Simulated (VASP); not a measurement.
# ZnS (Cc) in VASP: single point with r2SCAN

Aim: the single point of ZnS with r2SCAN.

Everything below comes from runs of VASP 6.6.1. Logs are shortened: lines on timing, memory, paths and dates and some standing lists are left out, and cuts for length are marked.

### Step 1. The cell of the first run

The structure is monoclinic, space group Cc (No. 9). Conventional cell: a = 3.811 Å, b = 6.601 Å, c = 6.234 Å, α = 90.00°, β = 90.43°, γ = 90.00°. Within 3.1 Å of Zn (site symmetry 1) lie 4 S at 2.31 to 2.40 Å. Within 3.1 Å of S (site symmetry 1) lie 4 Zn at 2.31 to 2.40 Å.

### Step 2. Single point, r2SCAN (strain +0.0075 x Voigt [0, 0, 0, 0, 1, 0])

POSCAR

```
ZnS
1.0
    3.8109987816      0.0000000000      0.0142912454
   -1.9054993908      3.3004217586     -0.0071456227
    0.0233775000      0.0000000000      6.2340000000
Zn S
2 2
Direct
    0.3333333333      0.6666666667      0.0000000000
    0.6666666667      0.3333333333      0.5000000000
    0.3333333333      0.6666666667      0.3850000000
    0.6666666667      0.3333333333      0.8850000000
```

INCAR.step1

```
PREC = Accurate
ENCUT = 520
ISMEAR = 0
SIGMA = 0.05
LREAL = F
LASPH = T
NELM = 100
NBANDS = 26
GGA = PE
ALGO = Normal
EDIFF = 1E-4
LWAVE = T
LCHARG = F
```

INCAR.step2

```
PREC = Accurate
ENCUT = 520
EDIFF = 1E-7
ISMEAR = 0
SIGMA = 0.05
LREAL = F
LASPH = T
NELM = 100
ALGO = Normal
ISIF = 2
LWAVE = F
LCHARG = T
METAGGA = R2SCAN
LMIXTAU = T
LELF = T
LVHAR = T
NBANDS = 26
ISTART = 1
```

KPOINTS

```
regular mesh
0
Gamma
  6 6 4
```

Potentials or basis: VASP PAW PBE potentials, release 64 (Zn, S).

Run with:

```
cat potpaw_PBE.64/Zn/POTCAR potpaw_PBE.64/S/POTCAR > POTCAR
cp INCAR.step1 INCAR
mpirun -np 1 vasp_std > vasp.out
cp INCAR.step2 INCAR
mpirun -np 1 vasp_std > vasp.out
```

OUTCAR:

```text
PREC = Accurate
   ENCUT = 520
   EDIFF = 1E-7
   ISMEAR = 0
   LREAL = F
   LASPH = T
   NELM = 100
   ISIF = 2
   METAGGA = R2SCAN
   ISTART = 1

 ion  position               nearest neighbor table
   1  0.333  0.667  0.000-   4 2.31   4 2.31   4 2.32   3 2.40
   2  0.667  0.333  0.500-   3 2.31   3 2.31   3 2.32   4 2.40
   3  0.333  0.667  0.385-   2 2.31   2 2.31   2 2.32   1 2.40
   4  0.667  0.333  0.885-   1 2.31   1 2.31   1 2.32   2 2.40

  LATTYP: Found a base centered monoclinic cell.
 ALAT       =     3.8110255776
 B/A-ratio  =     1.7320386292
 C/A-ratio  =     1.6357916539
 COS(beta)  =    -0.0074998945

  Lattice vectors:

 A1 = (  -1.9054993908,   3.3004217586,  -0.0071456227)
 A2 = (  -1.9054993908,  -3.3004217586,  -0.0071456227)
 A3 = (   0.0233775000,   0.0000000000,   6.2340000000)

Analysis of symmetry for initial positions (statically):
=====================================================================
 Subroutine PRICEL returns:
 Original cell was already a primitive cell.

 Routine SETGRP: Setting up the symmetry group for a
 base centered monoclinic supercell.

 Subroutine GETGRP returns: Found  2 space group operations
 (whereof  1 operations were pure point group operations)
 out of a pool of  4 trial point group operations.

The static configuration has the point symmetry C_1 .
 The point group associated with its full space group is C_1h.

Analysis of symmetry for dynamics (positions and initial velocities):
=====================================================================
 Subroutine PRICEL returns:
 Original cell was already a primitive cell.

 Routine SETGRP: Setting up the symmetry group for a
 base centered monoclinic supercell.

 Subroutine GETGRP returns: Found  2 space group operations
 (whereof  1 operations were pure point group operations)
 out of a pool of  4 trial point group operations.

The dynamic configuration has the point symmetry C_1 .
 The point group associated with its full space group is C_1h.

 Subroutine INISYM returns: Found  2 space group operations
 (whereof  1 operations are pure point group operations),
 and found     1 'primitive' translations

----------------------------------------------------------------------------------------

                                     Primitive cell

  volume of cell :      78.4095

  direct lattice vectors                    reciprocal lattice vectors
     3.810998782  0.000000000  0.014291245     0.262402095  0.151495789 -0.000984008
    -1.905499391  3.300421759 -0.007145623     0.000000000  0.302991579  0.000000000
     0.023377500  0.000000000  6.234000000    -0.000601548  0.000000000  0.160412907

  length of vectors
     3.811025578  3.811005481  6.234043833     0.302996372  0.302991579  0.160414035

  position of ions in fractional coordinates (direct lattice)
     0.333333333  0.666666667  1.000000000
     0.666666667  0.333333333  0.500000000
     0.333333333  0.666666667  0.385000000
     0.666666667  0.333333333  0.885000000

  ion indices of the primitive-cell ions
   primitive index   ion index
                 1           1
                 2           2
                 3           3
                 4           4

----------------------------------------------------------------------------------------

 KPOINTS: regular mesh

Automatic generation of k-mesh.
 Grid dimensions read from file:
 generate k-points for:    6    6    4

 Generating k-lattice:

  Cartesian coordinates                     Fractional coordinates (reciprocal lattice)
     0.043733682  0.025249298 -0.000164001     0.166666667  0.000000000  0.000000000
     0.000000000  0.050498596  0.000000000     0.000000000  0.166666667  0.000000000
    -0.000150387  0.000000000  0.040103227     0.000000000 -0.000000000  0.250000000

  Length of vectors
     0.050499395  0.050498596  0.040103509

  Shift w.r.t. Gamma in fractional coordinates (k-lattice)
     0.000000000  0.000000000  0.000000000

 Subroutine IBZKPT returns following result:
 ===========================================

 Found     47 irreducible k-points:

 Following reciprocal coordinates:
            Coordinates               Weight
  0.000000  0.000000  0.000000      1.000000
  0.166667  0.000000  0.000000      4.000000
  0.333333  0.000000  0.000000      4.000000
  0.500000 -0.000000  0.000000      2.000000
  0.000000  0.166667  0.000000      2.000000
  0.166667  0.166667  0.000000      4.000000
[... 16 lines left out ...]
  0.500000  0.166667  0.250000      4.000000
 -0.333333  0.166667  0.250000      2.000000
 [... further k-points ...]
   k-points           NKPTS =     47   k-points in BZ     NKDIM =     47   number of bands    NBANDS=     26
   number of dos      NEDOS =    301   number of ions     NIONS =      4
   total plane-waves  NPLWV =  37632
   dimension x,y,z NGX =    28 NGY =   28 NGZ =   48
   dimension x,y,z NGXF=    56 NGYF=   56 NGZF=   96
   ions per type =               2   2
   NGX,Y,Z   is equivalent  to a cutoff of  12.21, 12.21, 12.80 a.u.
   NGXF,Y,Z  is equivalent  to a cutoff of  24.43, 24.43, 25.60 a.u.
 SYSTEM =  unknown system
   PREC   = accura    normal or accurate (medium, high low for compatibility)
   ISTART =      1    job   : 0-new  1-cont  2-samecut
   ICHARG =      0    charge: 1-file 2-atom 10-const
   ISPIN  =      1    spin polarized calculation?
   LNONCOLLINEAR =      F non collinear calculations
   LSORBIT =      F    spin-orbit coupling
   LASPH  =      T    aspherical Exc in radial PAW
   ENCUT  =  520.0 eV  38.22 Ry    6.18 a.u.   7.09  7.09 11.59*2*pi/ulx,y,z
   NELM   =    100;   NELMIN=  2; NELMDL=  0     # of ELM steps
   EDIFF  = 0.1E-06   stopping-criterion for ELM
   LREAL  =      F    real-space projection
   EDIFFG = 0.1E-05   stopping-criterion for IOM
   NSW    =      0    number of steps for IOM
   IBRION =     -1    ionic relax: 0-MD 1-quasi-New 2-CG
   NFREE  =      0    steps in history (QN), initial steepest desc. (CG)
   ISIF   =      2    stress and relaxation
   ISYM   =      2    0-nonsym 1-usesym 2-fastsym
   POTIM  = 0.5000    time-step for ionic-motion
   TEBEG  =    0.0;   TEEND  =   0.0 temperature during run
   PSTRESS=    0.0 pullay stress
   NELECT =      36.0000    total number of electrons
   NUPDOWN=      -1.0000    fix difference up-down
   EMIN   =  10.00;   EMAX   =-10.00  energy-range for DOS
   EFERMI =   0.00;   METHOD = LEGACY
   ISMEAR =     0;   SIGMA  =   0.05  broadening in eV -4-tet -1-fermi 0-gaus
   EFERMI_NEDOS =   21; number of points for ismear=-14 and -15
   IALGO  =     38    algorithm
   IMIX   =      4    mixing-type and parameters
     AMIX     =   0.40;   BMIX     =  1.00
     AMIX_MAG =   1.60;   BMIX_MAG =  1.00
  volume/ion in A,a.u.               =      19.60       132.28
  Fermi-wavevector in a.u.,A,eV,Ry     =   1.262950  2.386629 21.701859  1.595042
  Thomas-Fermi vector in A             =   2.396332
   LORBIT       =      0    0 simple, 1 ext, 2 COOP (PROOUT), +10 PAW based schemes
   METAGGA = R2SCAN    functional components
   LHFCALC =     F    Hartree Fock is set to
   AEXX    =    0.0000 exact exchange contribution
   IVDW    =     0    specifies the selected vdW correction
   LEPSILON=     F    determine dielectric tensor
   LRPA    =     F    only Hartree local field effects (RPA)
 non-spin polarized calculation
 Gauss-broadening in eV      SIGMA  =   0.05
  energy-cutoff  :      520.00
  volume of cell :       78.41
 maximum number of plane-waves:      2132
   NGX = 15   NGY = 15   NGZ = 23

 number of electron      35.9999976 magnetization

 Free energy of the ion-electron system (eV)
  ---------------------------------------------------
  ext. energy  EPLUGINS =         0.00000000
  ---------------------------------------------------
  free energy    TOTEN  =       -37.69922167 eV

  energy without entropy =      -37.69922167  energy(sigma->0) =      -37.69922167

 E-fermi :   2.1075     XC(G=0): -10.3068

 val. band max:        1.8981503342   @ k =   0.0000   0.0000   0.0000
 cond. band min:       4.7134681274   @ k =   0.0000   0.0000   0.0000
 fundamental gap:      2.8153177931
 Fermi energy:         2.1074557954

 k-point     1 :       0.0000    0.0000    0.0000
  band No.  band energies     occupation
      1     -11.8409      2.00000
      2     -10.8994      2.00000
      3      -4.6418      2.00000
      4      -4.6418      2.00000
      5      -4.5712      2.00000
      6      -4.5712      2.00000
[... 18 lines left out ...]
     25      10.0489      0.00000
     26      11.7995      0.00000

 k-point     2 :       0.1667    0.0000    0.0000
  band No.  band energies     occupation
      1     -11.6516      2.00000
      2     -10.7935      2.00000
      3      -4.6505      2.00000
      4      -4.5972      2.00000
      5      -4.5570      2.00000
      6      -4.5160      2.00000
[... 18 lines left out ...]
     25      10.6314      0.00000
     26      10.9189      0.00000

 k-point     3 :       0.3333    0.0000    0.0000
  band No.  band energies     occupation
      1     -11.1982      2.00000
      2     -10.6024      2.00000
      3      -4.6222      2.00000
      4      -4.5199      2.00000
      5      -4.4973      2.00000
      6      -4.3872      2.00000
[... 18 lines left out ...]
     25      11.1200      0.00000
     26      12.2598      0.00000

 k-point     4 :       0.5000   -0.0000    0.0000
  band No.  band energies     occupation
      1     -10.8865      2.00000
      2     -10.5591      2.00000
      3      -4.5937      2.00000
      4      -4.4906      2.00000
      5      -4.3527      2.00000
      6      -4.3218      2.00000
[... 18 lines left out ...]
     25      11.5272      0.00000
     26      13.9623      0.00000
[... 496 lines left out ...]
      1     -10.8482      2.00000
      2     -10.5962      2.00000
      3      -4.5523      2.00000
      4      -4.4786      2.00000
      5      -4.4062      2.00000
      6      -4.3502      2.00000
[... 18 lines left out ...]
     25      11.6043      0.00000
     26      12.4131      0.00000

 k-point    23 :       0.5000    0.1667    0.2500
  band No.  band energies     occupation
      1     -10.8423      2.00000
      2     -10.6026      2.00000
      3      -4.5530      2.00000
      4      -4.4794      2.00000
      5      -4.4045      2.00000
      6      -4.3503      2.00000
[... 18 lines left out ...]
     25      11.6249      0.00000
     26      12.3964      0.00000

 k-point    24 :      -0.3333    0.1667    0.2500
  band No.  band energies     occupation
      1     -11.2294      2.00000
      2     -10.7553      2.00000
      3      -4.6069      2.00000
      4      -4.5580      2.00000
      5      -4.4934      2.00000
      6      -4.4897      2.00000
[... 18 lines left out ...]
     25      10.7682      0.00000
     26      11.6674      0.00000

 [... further k-points ...]
[... 5 lines left out ...]
  --------------------------------------------------------------------------------------
  -------------------------------------------------------------------------------------
  Total        0.4076195      0.4091492     -0.5443526      0.0000000      0.0000000     -0.1423993
  in kB        8.3290718      8.3603288    -11.1229993      0.0000000      0.0000000     -2.9097087
  external PRESSURE =       1.8554671 kB  Pullay stress =       0.0000000 kB

 VOLUME and BASIS-vectors are now :
 -----------------------------------------------------------------------------
  energy-cutoff  :      520.00
  volume of cell :       78.41
      direct lattice vectors                 reciprocal lattice vectors
     3.810998782  0.000000000  0.014291245     0.262402095  0.151495789 -0.000984008
    -1.905499391  3.300421759 -0.007145623     0.000000000  0.302991579  0.000000000
     0.023377500  0.000000000  6.234000000    -0.000601548  0.000000000  0.160412907

 POSITION                                       TOTAL-FORCE (eV/Angst)
 -----------------------------------------------------------------------------------
     -0.00000      2.20028     -0.00000        -0.028903      0.000700      0.319038
      1.91719      1.10014      3.12415        -0.028903     -0.000700      0.319038
      0.00900      2.20028      2.40009         0.028903      0.000433     -0.319038
      1.92619      1.10014      5.52424         0.028903     -0.000433     -0.319038
 -----------------------------------------------------------------------------------
    total drift:                               -0.000497     -0.000006      0.004145

  FREE ENERGIE OF THE ION-ELECTRON SYSTEM (eV)
  ---------------------------------------------------
  free  energy   TOTEN  =       -37.6992216746 eV

  energy  without entropy=      -37.6992216746  energy(sigma->0) =      -37.69922167
```

Wall time 7.3 min (1 thread of Intel Xeon 8259CL, shared host); peak memory 0.25 GiB.

What came out:

```
Free energy            : -37.6992 eV
Pressure               : 0.2 GPa
Largest force          : 0.320 eV/Å
Band gap on the k mesh : 2.82 eV
```

Forces in eV/Å, atoms in the order of the input:
```
Zn  -0.029  0.001  0.319
Zn  -0.029 -0.001  0.319
S    0.029  0.000 -0.319
S    0.029  0.000 -0.319
```

Levels at points of the mesh, in eV from the valence-band top:
| k point | band 16 | band 17 | band 18 | band 19 | band 20 | band 21 |
| --- | --- | --- | --- | --- | --- | --- |
| (0.00, 0.00, 0.00) | -0.03 | -0.02 | 0.00 | 2.82 | 3.50 | 6.78 |
| (0.50, 0.00, 0.00) | -2.32 | -1.60 | -1.02 | 3.99 | 4.78 | 5.51 |
| (0.00, 0.50, 0.00) | -2.32 | -1.60 | -1.02 | 3.99 | 4.78 | 5.52 |
| (0.00, 0.00, 0.50) | -0.48 | -0.46 | -0.46 | 4.04 | 4.04 | 7.19 |
| (0.50, 0.00, 0.50) | -1.71 | -1.60 | -1.55 | 4.01 | 4.03 | 5.54 |
| (0.00, 0.50, 0.50) | -1.71 | -1.58 | -1.58 | 4.02 | 4.02 | 5.57 |

Caveat: the cell differs from its parent crystal (strain +0.0075 x Voigt [0, 0, 0, 0, 1, 0]); the PAW data sets were made with another functional, which shifts forces and pressure a little.
